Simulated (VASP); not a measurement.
AlN:

```
Al N
1.0
     0.00000    2.18488    2.16303
     2.18488    0.00000    2.16303
     2.18488    2.18488    0.00000
Al N
1 1
Direct
  0.00000 0.00000 0.00000
  0.25000 0.25000 0.25000
```

This cell differs from its parent crystal: uniaxial z strain -1.0%.

Base run:

* Program: VASP 6.6.1
* Functional: HSE06
* Potentials or basis: VASP PAW PBE potentials, release 64 (Al, N)
* Cutoff: 520 eV
* k mesh: 8 × 8 × 8
* Occupations: gaussian, width 0.01 eV
* Spin: no spin polarisation

Its results: band gap on the k mesh 4.50 eV (least direct gap 5.61 eV).

The run is repeated on the same cell with these changes: functional from HSE06 to r2SCAN; further incar settings from ALGO = Normal; EDIFF = 1e-07; NBANDS = 11 to ALGO = Normal; EDIFF = 1e-08. What comes out?

Band gap on the k mesh 3.88 eV (least direct gap 4.95 eV).

Caveats: the structure was generated, so it needn't be the stable form of AlN.

A k mesh can miss the band edges.
